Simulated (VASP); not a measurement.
# Hg (P6/mmm) in VASP: a series of runs, part 2 of 2

VASP 6.6.1. The steps go on from the part before.

### Step 3. Single point, PBE

The input, INCAR:

```
SYSTEM = Hg
PREC     = Accurate       ! precision mode
ENCUT    = 520            ! plane-wave cutoff, eV
EDIFF    = 1E-7           ! SCF threshold, eV
ISMEAR   = -1             ! smearing method
SIGMA    = 0.05           ! smearing width, eV
LREAL    = .FALSE.        ! projectors in reciprocal space
LASPH    = .TRUE.         ! aspherical terms in the spheres
NELM     = 100            ! most SCF steps
ALGO     = Fast           ! electronic algorithm
ISIF     = 2              ! what is computed and relaxed
LWAVE    = .FALSE.        ! write WAVECAR
LCHARG   = .FALSE.        ! write CHGCAR
GGA      = PE             ! functional
NBANDS   = 25             ! bands
```

The input, KPOINTS:

```
Automatic mesh
0
G
  7 7 7
  0 0 0
```

The input, POSCAR:

```
Hg
1.0
    4.5400000000      0.0000000000      0.0000000000
   -2.2700000000      3.9317553332      0.0000000000
    0.0000000000      0.0000000000      3.8700000000
Hg
3
Direct
    0.6666666667      0.3333333333      0.5000000000
    0.0000000000      0.0000000000      0.0000000000
    0.3333333333      0.6666666667      0.5000000000
```

Potentials or basis: VASP PAW PBE potentials, release 64 (Hg).

Launch:

```sh
$ cat potpaw_PBE.64/Hg/POTCAR > POTCAR
$ mpirun -np 1 vasp_std > vasp.out
```

OUTCAR:

```text
SYSTEM = Hg
   PREC = Accurate
   ENCUT = 520
   EDIFF = 1E-7
   ISMEAR = -1
   LREAL = .FALSE.
   LASPH = .TRUE.
   NELM = 100
   ISIF = 2
   GGA = PE

 ion  position               nearest neighbor table
   1  0.667  0.333  0.500-   3 2.62   3 2.62   3 2.62   2 3.26   2 3.26   2 3.26   2 3.26   2 3.26
                             2 3.26
   2  0.000  0.000  0.000-   1 3.26   3 3.26   1 3.26   3 3.26   1 3.26   1 3.26   3 3.26   3 3.26
                             1 3.26   1 3.26   3 3.26   3 3.26
   3  0.333  0.667  0.500-   1 2.62   1 2.62   1 2.62   2 3.26   2 3.26   2 3.26   2 3.26   2 3.26
                             2 3.26

  LATTYP: Found a hexagonal cell.
 ALAT       =     4.5400000000
 C/A-ratio  =     0.8524229075

  Lattice vectors:

 A1 = (   4.5400000000,   0.0000000000,   0.0000000000)
 A2 = (  -2.2700000000,   3.9317553332,   0.0000000000)
 A3 = (   0.0000000000,   0.0000000000,   3.8700000000)

Analysis of symmetry for initial positions (statically):
=====================================================================
 Subroutine PRICEL returns:
 Original cell was already a primitive cell.

 Routine SETGRP: Setting up the symmetry group for a
 hexagonal supercell.

 Subroutine GETGRP returns: Found 24 space group operations
 (whereof 24 operations were pure point group operations)
 out of a pool of 24 trial point group operations.

The static configuration has the point symmetry D_6h.

Analysis of symmetry for dynamics (positions and initial velocities):
=====================================================================
 Subroutine PRICEL returns:
 Original cell was already a primitive cell.

 Routine SETGRP: Setting up the symmetry group for a
 hexagonal supercell.

 Subroutine GETGRP returns: Found 24 space group operations
 (whereof 24 operations were pure point group operations)
 out of a pool of 24 trial point group operations.

The dynamic configuration has the point symmetry D_6h.

 Subroutine INISYM returns: Found 24 space group operations
 (whereof 24 operations are pure point group operations),
 and found     1 'primitive' translations

----------------------------------------------------------------------------------------

                                     Primitive cell

  volume of cell :      69.0802

  direct lattice vectors                    reciprocal lattice vectors
     4.540000000  0.000000000  0.000000000     0.220264317  0.127169663  0.000000000
    -2.270000000  3.931755333  0.000000000     0.000000000  0.254339326  0.000000000
     0.000000000  0.000000000  3.870000000     0.000000000  0.000000000  0.258397933

  length of vectors
     4.540000000  4.540000000  3.870000000     0.254339326  0.254339326  0.258397933

  position of ions in fractional coordinates (direct lattice)
     0.666666667  0.333333333  0.500000000
     0.000000000  0.000000000  0.000000000
     0.333333333  0.666666667  0.500000000

  ion indices of the primitive-cell ions
   primitive index   ion index
                 1           1
                 2           2
                 3           3

----------------------------------------------------------------------------------------

 KPOINTS: Automatic mesh

Automatic generation of k-mesh.
 Grid dimensions read from file:
 generate k-points for:    7    7    7

 Generating k-lattice:

  Cartesian coordinates                     Fractional coordinates (reciprocal lattice)
     0.031466331  0.018167095  0.000000000     0.142857143  0.000000000  0.000000000
     0.000000000  0.036334189  0.000000000     0.000000000  0.142857143  0.000000000
     0.000000000  0.000000000  0.036913990     0.000000000  0.000000000  0.142857143

  Length of vectors
     0.036334189  0.036334189  0.036913990

  Shift w.r.t. Gamma in fractional coordinates (k-lattice)
     0.000000000  0.000000000  0.000000000

 Subroutine IBZKPT returns following result:
 ===========================================

 Found     32 irreducible k-points:

 Following reciprocal coordinates:
            Coordinates               Weight
  0.000000  0.000000  0.000000      1.000000
  0.142857  0.000000  0.000000      6.000000
  0.285714 -0.000000  0.000000      6.000000
  0.428571 -0.000000  0.000000      6.000000
  0.142857  0.142857  0.000000      6.000000
  0.285714  0.142857  0.000000     12.000000
[... 16 lines left out ...]
  0.428571  0.142857  0.285714     12.000000
  0.285714  0.285714  0.285714     12.000000
 [... further k-points ...]
   k-points           NKPTS =     32   k-points in BZ     NKDIM =     32   number of bands    NBANDS=     25
   number of dos      NEDOS =    301   number of ions     NIONS =      3
   total plane-waves  NPLWV =  38880
   dimension x,y,z NGX =    36 NGY =   36 NGZ =   30
   dimension x,y,z NGXF=    72 NGYF=   72 NGZF=   60
   ions per type =               3
   NGX,Y,Z   is equivalent  to a cutoff of  13.18, 13.18, 12.89 a.u.
   NGXF,Y,Z  is equivalent  to a cutoff of  26.36, 26.36, 25.77 a.u.
 SYSTEM =  Hg
   PREC   = accura    normal or accurate (medium, high low for compatibility)
   ISTART =      0    job   : 0-new  1-cont  2-samecut
   ICHARG =      2    charge: 1-file 2-atom 10-const
   ISPIN  =      1    spin polarized calculation?
   LNONCOLLINEAR =      F non collinear calculations
   LSORBIT =      F    spin-orbit coupling
   LASPH  =      T    aspherical Exc in radial PAW
   ENCUT  =  520.0 eV  38.22 Ry    6.18 a.u.   8.44  8.44  7.20*2*pi/ulx,y,z
   NELM   =    100;   NELMIN=  2; NELMDL= -5     # of ELM steps
   EDIFF  = 0.1E-06   stopping-criterion for ELM
   LREAL  =      F    real-space projection
   EDIFFG = 0.1E-05   stopping-criterion for IOM
   NSW    =      0    number of steps for IOM
   IBRION =     -1    ionic relax: 0-MD 1-quasi-New 2-CG
   NFREE  =      0    steps in history (QN), initial steepest desc. (CG)
   ISIF   =      2    stress and relaxation
   ISYM   =      2    0-nonsym 1-usesym 2-fastsym
   POTIM  = 0.5000    time-step for ionic-motion
   TEBEG  =    0.0;   TEEND  =   0.0 temperature during run
   PSTRESS=    0.0 pullay stress
   NELECT =      36.0000    total number of electrons
   NUPDOWN=      -1.0000    fix difference up-down
   EMIN   =  10.00;   EMAX   =-10.00  energy-range for DOS
   EFERMI =   0.00;   METHOD = LEGACY
   ISMEAR =    -1;   SIGMA  =   0.05  broadening in eV -4-tet -1-fermi 0-gaus
   EFERMI_NEDOS =   21; number of points for ismear=-14 and -15
   IALGO  =     68    algorithm
   IMIX   =      4    mixing-type and parameters
     AMIX     =   0.40;   BMIX     =  1.00
     AMIX_MAG =   1.60;   BMIX_MAG =  1.00
  volume/ion in A,a.u.               =      23.03       155.39
  Fermi-wavevector in a.u.,A,eV,Ry     =   1.317421  2.489565 23.614244  1.735598
  Thomas-Fermi vector in A             =   2.447463
   LORBIT       =      0    0 simple, 1 ext, 2 COOP (PROOUT), +10 PAW based schemes
   GGA     = PE    functional components
   LHFCALC =     F    Hartree Fock is set to
   AEXX    =    0.0000 exact exchange contribution
   IVDW    =     0    specifies the selected vdW correction
   LEPSILON=     F    determine dielectric tensor
   LRPA    =     F    only Hartree local field effects (RPA)
 non-spin polarized calculation
 RMM-DIIS sequential band-by-band and
  energy-cutoff  :      520.00
  volume of cell :       69.08
 maximum number of plane-waves:      1881
 NGX is ok and might be reduce to    36
   NGX = 17   NGY = 17   NGZ = 15

 number of electron      36.0000005 magnetization

 Free energy of the ion-electron system (eV)
  ---------------------------------------------------
  ext. energy  EPLUGINS =         0.00000000
  ---------------------------------------------------
  free energy    TOTEN  =         0.49973419 eV

  energy without entropy =        0.51179933  energy(sigma->0) =        0.50576676

 E-fermi :   3.2014     XC(G=0): -10.9258

 val. band max:        3.1840299252   @ k =   0.2857   0.1429   0.4286
 cond. band min:       3.2024261490   @ k =   0.2857  -0.0000   0.1429
 fundamental gap:      0.0183962238
 Fermi energy:         3.2014085446

 k-point     1 :       0.0000    0.0000    0.0000
  band No.  band energies     occupation
      1      -6.8334      2.00000
      2      -5.1110      2.00000
      3      -4.8575      2.00000
      4      -4.8575      2.00000
      5      -4.6508      2.00000
      6      -4.6508      2.00000
[... 17 lines left out ...]
     24      11.1735      0.00000
     25      15.6263      0.00000
[... 621 lines left out ...]
      3      -5.3933      2.00000
      4      -5.2458      2.00000
      5      -4.6309      2.00000
      6      -4.3387      2.00000
[... 17 lines left out ...]
     24      13.3469      0.00000
     25      14.2908      0.00000

 [... further k-points ...]
[... 5 lines left out ...]
  --------------------------------------------------------------------------------------
  -------------------------------------------------------------------------------------
  Total        7.8662763      7.8662763      1.8113716      0.0000000     -0.0000000      0.0000000
  in kB      182.4426946    182.4426946     42.0111745      0.0000000     -0.0000000      0.0000000
  external PRESSURE =     135.6321879 kB  Pullay stress =       0.0000000 kB

 VOLUME and BASIS-vectors are now :
 -----------------------------------------------------------------------------
  energy-cutoff  :      520.00
  volume of cell :       69.08
      direct lattice vectors                 reciprocal lattice vectors
     4.540000000  0.000000000  0.000000000     0.220264317  0.127169663  0.000000000
    -2.270000000  3.931755333  0.000000000     0.000000000  0.254339326  0.000000000
     0.000000000  0.000000000  3.870000000     0.000000000  0.000000000  0.258397933

 POSITION                                       TOTAL-FORCE (eV/Angst)
 -----------------------------------------------------------------------------------
      2.27000      1.31059      1.93500        -0.000000      0.000000      0.000000
      0.00000      0.00000      0.00000        -0.000000      0.000000      0.000000
     -0.00000      2.62117      1.93500         0.000000      0.000000     -0.000000
 -----------------------------------------------------------------------------------
    total drift:                                0.000000     -0.000000     -0.000000

  FREE ENERGIE OF THE ION-ELECTRON SYSTEM (eV)
  ---------------------------------------------------
  free  energy   TOTEN  =         0.4997341851 eV

  energy  without entropy=        0.5117993271  energy(sigma->0) =        0.50576676
```

Wall time 36 s (1 thread of Intel Xeon 6975P-C (Granite Rapids), shared host); peak memory 0.19 GiB.

What came out:

```yaml
Free_energy: 0.4997 eV
Pressure: 13.6 GPa
Band_gap_on_the_k_mesh: zero (bands 18 and 19 overlap by 5.10 eV)
```

Levels at points of the mesh, in eV from the Fermi level:
| k point | band 14 | band 15 | band 16 | band 17 | band 18 | band 19 | band 20 | band 21 | band 22 | band 23 |
| --- | --- | --- | --- | --- | --- | --- | --- | --- | --- | --- |
| (0.00, 0.00, 0.00) | -6.72 | -6.01 | -6.01 | 0.39 | 1.95 | 2.65 | 3.57 | 3.57 | 3.85 | 3.85 |

Caveat: the cell stands under pressure; spin-orbit coupling is left out, which moves the levels of the heavy elements.

### Step 4. Single point, PBE

This run uses another cell than the first one, of 23.49 Å³/atom.

The input, INCAR:

```
ALGO     = Normal         # electronic algorithm
EDIFF    = 1E-7           # SCF threshold, eV
ENCUT    = 520            # plane-wave cutoff, eV
GGA      = PE             # functional
ISIF     = 2              # what is computed and relaxed
ISMEAR   = -1             # smearing method
LASPH    = True           # aspherical terms in the spheres
LCHARG   = False          # write CHGCAR
LREAL    = False          # projectors in reciprocal space
LWAVE    = False          # write WAVECAR
NBANDS   = 25             # bands
NELM     = 60             # most SCF steps
PREC     = Accurate       # precision mode
SIGMA    = 0.05           # smearing width, eV
```

The input, KPOINTS:

```
k-points
0
Gamma
  7 7 7
```

The input, POSCAR:

```
Hg
1.0
    4.5700671014      0.0000000000      0.0000000000
   -2.2850335507      3.9577942068      0.0000000000
    0.0000000000      0.0000000000      3.8956298860
Hg
3
Direct
    0.6666666667      0.3333333333      0.5000000000
    0.0000000000      0.0000000000      0.0000000000
    0.3333333333      0.6666666667      0.5000000000
```

Launch:

```sh
$ cat potpaw_PBE.64/Hg/POTCAR > POTCAR
$ mpirun -np 1 vasp_std > vasp.out
```

Run time: 33 s. Hardware: 1 thread of Intel Xeon 6975P-C (Granite Rapids), shared host; peak memory 0.2 GiB.

Results (log left out):

| Item | Value |
| --- | --- |
| Free energy | 0.3889 eV |
| Pressure | 12.0 GPa |
| Band gap on the k mesh | zero (bands 18 and 19 overlap by 4.91 eV) |

Stress tensor (GPa, compression positive):
```
16.16  0.00  0.00
 0.00 16.16  0.00
 0.00  0.00  3.64
```

Levels at points of the mesh, in eV from the Fermi level:
| k point | band 16 | band 17 | band 18 | band 19 | band 20 | band 21 |
| --- | --- | --- | --- | --- | --- | --- |
| (0.00, 0.00, 0.00) | -5.98 | 0.32 | 1.98 | 2.55 | 3.53 | 3.53 |

Caveat: the cell stands under pressure; spin-orbit coupling is left out, which moves the levels of the heavy elements.
